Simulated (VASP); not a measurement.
# Ge (Im-3m) in VASP: notebook, part 2 of 2

VASP 6.6.1. The steps go on from the part before.

## (4) Relaxation of cell and atoms, PBEsol, target pressure 470 GPa, at which the enthalpy is minimised

Input file INCAR:

```
PREC = Accurate
ENCUT = 600
EDIFF = 1E-6
ISMEAR = -1
SIGMA = 0.1
LREAL = F
LASPH = T
NELM = 80
ALGO = Normal
ISIF = 3
LWAVE = F
LCHARG = F
GGA = PS
IBRION = 2
NSW = 60
EDIFFG = -0.005
PSTRESS = 4700.0
```

Input file KPOINTS:

```
regular mesh
0
Gamma
  21 21 21
```

Input file POSCAR:

```
Ge
1.0
   -1.2409144448      1.2409144448      1.2409144448
    1.2409144448     -1.2409144448      1.2409144448
    1.2409144448      1.2409144448     -1.2409144448
Ge
1
Direct
    0.0000000000      0.0000000000      0.0000000000
```

Launch:

```bash
$ cat potpaw_PBE.64/Ge_d/POTCAR > POTCAR
$ mpirun -np 1 vasp_std > vasp.out
```

Run time: 62 s. Hardware: 1 thread of Intel Xeon 6975P-C, shared host; peak memory 0.15 GiB.

The run converged. Its results:

```
Free energy                                            : 2.3039 eV
Relaxed volume                                         : 7.67 Å³/atom
Relaxed cell                                           : a = 2.152 Å, b = 2.152 Å, c = 2.152 Å, α = 109.47°, β = 109.47°, γ = 109.47°
Space group after relaxing (to 0.05 Å)                 : Im-3m (No. 229)
Energy change on relaxing (the enthalpy is what falls) : -75.3 meV/atom
Ionic steps                                            : 7
Pressure after relaxing                                : 470.0 GPa
Band gap on the k mesh                                 : zero (band 7 reaches 42.88 eV, above the bottom of band 8 at 16.30 eV)
```

The path:
| step | energy change (eV) | largest force (eV/Å) | pressure (GPa) | volume (Å³) |
| --- | --- | --- | --- | --- |
| 1 | 0.0000 | 0.0000 | 474.60 | 7.64 |
| 2 | -0.6891 | 0.0000 | 426.62 | 7.89 |
| 3 | -0.0683 | 0.0000 | 470.22 | 7.67 |
| 4 | -0.0715 | 0.0000 | 469.68 | 7.67 |
| 5 | -0.0696 | 0.0000 | 470.23 | 7.67 |
| 6 | -0.0711 | 0.0000 | 470.39 | 7.67 |
| 7 | -0.0753 | 0.0000 | 469.97 | 7.67 |

Final structure:
```xyz
1
Lattice="-1.2423 1.2423 1.2423 1.2423 -1.2423 1.2423 1.2423 1.2423 -1.2423" Properties=species:S:1:pos:R:3 pbc="T T T"
Ge    0.0000    0.0000    0.0000
```

Levels at points of the mesh, in eV from the Fermi level:
| k point | band 5 | band 6 | band 7 | band 8 | band 9 | band 10 |
| --- | --- | --- | --- | --- | --- | --- |
| (0.00, 0.00, 0.00) | -26.22 | -24.88 | 21.13 | 21.13 | 21.13 | 23.85 |

Caveat: the cell is relaxed towards a set pressure, so the enthalpy falls and the energy may rise; the PAW data sets were made with another functional, which shifts forces and pressure a little.

## (5) Relaxation of cell and atoms, PBEsol, target pressure 470 GPa, at which the enthalpy is minimised

Input file INCAR:

```
SYSTEM = Ge
PREC = Accurate ; ENCUT = 600
EDIFF = 1E-6 ; ISMEAR = -1
SIGMA = 0.1 ; LREAL = .FALSE.
LASPH = .TRUE. ; NELM = 80
ALGO = Normal ; ISIF = 3
LWAVE = .FALSE. ; LCHARG = .FALSE.
GGA = PS ; IBRION = 2
NSW = 32 ; EDIFFG = -0.005
PSTRESS = 4700.0
```

Input file KPOINTS:

```
regular mesh
0
G
  21 21 21
  0 0 0
```

Input file POSCAR:

```
Ge
1.0
   -1.2413098397      1.2413098397      1.2413098397
    1.2413098397     -1.2413098397      1.2413098397
    1.2413098397      1.2413098397     -1.2413098397
Ge
1
Direct
    0.0000000000      0.0000000000      0.0000000000
```

Potentials or basis: VASP PAW PBE potentials, release 64 (Ge_d).

Launch:

```bash
$ cat potpaw_PBE.64/Ge_d/POTCAR > POTCAR
$ mpirun -np 1 vasp_std > vasp.out
```

OUTCAR:

```text
SYSTEM = Ge
   PREC = Accurate
   ENCUT = 600
   EDIFF = 1E-6
   ISMEAR = -1
   LREAL = .FALSE.
   LASPH = .TRUE.
   NELM = 80
   ISIF = 3
   GGA = PS
   IBRION = 2
   NSW = 32
   EDIFFG = -0.005
   PSTRESS = 4700.0

 ion  position               nearest neighbor table
   1  0.000  0.000  0.000-

  LATTYP: Found a body centered cubic cell.
 ALAT       =     2.4826196794

  Lattice vectors:

 A1 = (  -1.2413098397,   1.2413098397,   1.2413098397)
 A2 = (   1.2413098397,  -1.2413098397,   1.2413098397)
 A3 = (   1.2413098397,   1.2413098397,  -1.2413098397)

Analysis of symmetry for initial positions (statically):
=====================================================================
 Subroutine PRICEL returns:
 Original cell was already a primitive cell.

 Routine SETGRP: Setting up the symmetry group for a
 body centered cubic supercell.

 Subroutine GETGRP returns: Found 48 space group operations
 (whereof 48 operations were pure point group operations)
 out of a pool of 48 trial point group operations.

The static configuration has the point symmetry O_h .

Analysis of symmetry for dynamics (positions and initial velocities):
=====================================================================
 Subroutine PRICEL returns:
 Original cell was already a primitive cell.

 Routine SETGRP: Setting up the symmetry group for a
 body centered cubic supercell.

 Subroutine GETGRP returns: Found 48 space group operations
 (whereof 48 operations were pure point group operations)
 out of a pool of 48 trial point group operations.

The dynamic configuration has the point symmetry O_h .

 Subroutine INISYM returns: Found 48 space group operations
 (whereof 48 operations are pure point group operations),
 and found     1 'primitive' translations

----------------------------------------------------------------------------------------

                                     Primitive cell

  volume of cell :       7.6507

  direct lattice vectors                    reciprocal lattice vectors
    -1.241309840  1.241309840  1.241309840     0.000000000  0.402800319  0.402800319
     1.241309840 -1.241309840  1.241309840     0.402800319  0.000000000  0.402800319
     1.241309840  1.241309840 -1.241309840     0.402800319  0.402800319  0.000000000

  length of vectors
     2.150011710  2.150011710  2.150011710     0.569645675  0.569645675  0.569645675

  position of ions in fractional coordinates (direct lattice)
     0.000000000  0.000000000  0.000000000

  ion indices of the primitive-cell ions
   primitive index   ion index
                 1           1

----------------------------------------------------------------------------------------

 KPOINTS: regular mesh

Automatic generation of k-mesh.
 Grid dimensions read from file:
 generate k-points for:   21   21   21

 Generating k-lattice:

  Cartesian coordinates                     Fractional coordinates (reciprocal lattice)
     0.000000000  0.019180968  0.019180968     0.047619048  0.000000000  0.000000000
     0.019180968  0.000000000  0.019180968     0.000000000  0.047619048  0.000000000
[... 39 lines left out ...]
 [... further k-points ...]
   k-points           NKPTS =    286   k-points in BZ     NKDIM =    286   number of bands    NBANDS=     11
   number of dos      NEDOS =    301   number of ions     NIONS =      1
   total plane-waves  NPLWV =   5832
   dimension x,y,z NGX =    18 NGY =   18 NGZ =   18
   dimension x,y,z NGXF=    36 NGYF=   36 NGZF=   36
   ions per type =               1
   NGX,Y,Z   is equivalent  to a cutoff of  13.92, 13.92, 13.92 a.u.
   NGXF,Y,Z  is equivalent  to a cutoff of  27.84, 27.84, 27.84 a.u.
 SYSTEM =  Ge
   PREC   = accura    normal or accurate (medium, high low for compatibility)
   ISTART =      0    job   : 0-new  1-cont  2-samecut
   ICHARG =      2    charge: 1-file 2-atom 10-const
   ISPIN  =      1    spin polarized calculation?
   LNONCOLLINEAR =      F non collinear calculations
   LSORBIT =      F    spin-orbit coupling
   LASPH  =      T    aspherical Exc in radial PAW
   ENCUT  =  600.0 eV  44.10 Ry    6.64 a.u.   4.29  4.29  4.29*2*pi/ulx,y,z
   NELM   =     80;   NELMIN=  2; NELMDL= -5     # of ELM steps
   EDIFF  = 0.1E-05   stopping-criterion for ELM
   LREAL  =      F    real-space projection
   EDIFFG = -.5E-02   stopping-criterion for IOM
   NSW    =     32    number of steps for IOM
   IBRION =      2    ionic relax: 0-MD 1-quasi-New 2-CG
   NFREE  =      1    steps in history (QN), initial steepest desc. (CG)
   ISIF   =      3    stress and relaxation
   ISYM   =      2    0-nonsym 1-usesym 2-fastsym
   POTIM  = 0.5000    time-step for ionic-motion
   TEBEG  =    0.0;   TEEND  =   0.0 temperature during run
   PSTRESS= 4700.0 pullay stress
   NELECT =      14.0000    total number of electrons
   NUPDOWN=      -1.0000    fix difference up-down
   EMIN   =  10.00;   EMAX   =-10.00  energy-range for DOS
   EFERMI =   0.00;   METHOD = LEGACY
   ISMEAR =    -1;   SIGMA  =   0.10  broadening in eV -4-tet -1-fermi 0-gaus
   EFERMI_NEDOS =   21; number of points for ismear=-14 and -15
   IALGO  =     38    algorithm
   IMIX   =      4    mixing-type and parameters
     AMIX     =   0.40;   BMIX     =  1.00
     AMIX_MAG =   1.60;   BMIX_MAG =  1.00
  volume/ion in A,a.u.               =       7.65        51.63
  Fermi-wavevector in a.u.,A,eV,Ry     =   2.002399  3.783986 54.553951  4.009602
  Thomas-Fermi vector in A             =   3.017375
   LORBIT       =      0    0 simple, 1 ext, 2 COOP (PROOUT), +10 PAW based schemes
   GGA     = PS    functional components
   LHFCALC =     F    Hartree Fock is set to
   AEXX    =    0.0000 exact exchange contribution
   IVDW    =     0    specifies the selected vdW correction
   LEPSILON=     F    determine dielectric tensor
   LRPA    =     F    only Hartree local field effects (RPA)
 conjugate gradient relaxation of ions
 non-spin polarized calculation
  energy-cutoff  :      600.00
  volume of cell :        7.65
 maximum number of plane-waves:       264
 NGX is ok and might be reduce to    18
   NGX =  9   NGY =  9   NGZ =  9

--------------------------------------- Ionic step        1  -------------------------------------------

 number of electron      14.0000010 magnetization

 Free energy of the ion-electron system (eV)
  ---------------------------------------------------
  ext. energy  EPLUGINS =         0.00000000
  ---------------------------------------------------
  free energy    TOTEN  =         2.35758362 eV

  energy without entropy =        2.36643192  energy(sigma->0) =        2.36200777

------------------------ aborting loop because EDIFF is reached ----------------------------------------

  FORCE on cell =-STRESS in cart. coord.  units (eV):
  Direction    XX          YY          ZZ          XY          YZ          ZX
  --------------------------------------------------------------------------------------
  -------------------------------------------------------------------------------------
  Total       22.5889758     22.5889758     22.5889758      0.0000000     -0.0000000      0.0000000
  in kB     4730.4944469   4730.4944469   4730.4944469      0.0000000     -0.0000000      0.0000000
  external PRESSURE =      30.4944469 kB  Pullay stress =    4700.0000000 kB
[... 209 lines left out ...]
--------------------------------------- Ionic step        7  -------------------------------------------

 number of electron      14.0000011 magnetization

 Free energy of the ion-electron system (eV)
  ---------------------------------------------------
  ext. energy  EPLUGINS =         0.00000000
  ---------------------------------------------------
  free energy    TOTEN  =         2.30544927 eV

  energy without entropy =        2.31430153  energy(sigma->0) =        2.30987540

 E-fermi :  21.7443     XC(G=0): -16.8998

 val. band max:       21.7437687301   @ k =  -0.3810   0.4286   0.2857
 cond. band min:      21.7492333556   @ k =  -0.4286   0.4286   0.3333
 fundamental gap:      0.0054646255
 Fermi energy:        21.7442706425

 k-point     1 :       0.0000    0.0000    0.0000
  band No.  band energies     occupation
      1      -5.3342      2.00000
      2      -5.3342      2.00000
      3      -5.3342      2.00000
      4      -4.4795      2.00000
      5      -4.4795      2.00000
      6      -3.1395      2.00000
      7      42.8770      0.00000
      8      42.8770      0.00000
      9      42.8770      0.00000
     10      45.5992      0.00000
     11      45.5992      0.00000
[... 309 lines left out ...]
 k-point    24 :       0.1905    0.0952    0.0000
  band No.  band energies     occupation
      1      -5.5368      2.00000
      2      -5.4167      2.00000
      3      -4.7421      2.00000
      4      -4.6255      2.00000
      5      -4.4725      2.00000
      6       0.2735      2.00000
      7      27.0301      0.00000
      8      31.4020      0.00000
      9      35.4701      0.00000
     10      40.6309      0.00000
     11      44.4492      0.00000

 [... further k-points ...]
[... 5 lines left out ...]
  --------------------------------------------------------------------------------------
  -------------------------------------------------------------------------------------
  Total       22.4919254     22.4919254     22.4919254      0.0000000      0.0000000     -0.0000000
  in kB     4699.2971210   4699.2971210   4699.2971210      0.0000000      0.0000000     -0.0000000
  external PRESSURE =      -0.7028790 kB  Pullay stress =    4700.0000000 kB
[... 20 lines left out ...]
  energy  without entropy=        2.3143015349  energy(sigma->0) =        2.30987540

  enthalpy is  TOTEN    =        24.8007387620 eV   P V=       22.4952894953

 reached required accuracy - stopping structural energy minimisation
```

Run time: 70 s. Hardware: 1 thread of Intel Xeon 6975P-C, shared host; peak memory 0.15 GiB.

What came out:

| Quantity | Value |
| --- | --- |
| Free energy | 2.3054 eV |
| Relaxed volume | 7.67 Å³/atom |
| Relaxed cell | a = 2.152 Å, b = 2.152 Å, c = 2.152 Å, α = 109.47°, β = 109.47°, γ = 109.47° |
| Space group after relaxing (to 0.05 Å) | Im-3m (No. 229) |
| Energy change on relaxing (the enthalpy is what falls) | -52.1 meV/atom |
| Ionic steps | 7 |
| Pressure after relaxing | 469.9 GPa |
| Band gap on the k mesh | zero (band 7 reaches 42.88 eV, above the bottom of band 8 at 16.31 eV) |

Step by step:
```tsv
step	energy change (eV)	largest force (eV/Å)	pressure (GPa)	volume (Å³)
1	0.0000	0.0000	473.05	7.65
2	-0.4632	0.0000	440.83	7.81
3	-0.0465	0.0000	470.28	7.67
4	-0.0505	0.0000	470.21	7.67
5	-0.0621	0.0000	469.44	7.67
6	-0.0536	0.0000	469.82	7.67
7	-0.0521	0.0000	469.93	7.67
```

Final structure:
```
Ge
1.0
    -1.24227    1.24227    1.24227
     1.24227   -1.24227    1.24227
     1.24227    1.24227   -1.24227
Ge
1
Direct
  0.00000 0.00000 0.00000
```

Caveat: the cell is relaxed towards a set pressure, so the enthalpy falls and the energy may rise; the PAW data sets were made with another functional, which shifts forces and pressure a little.
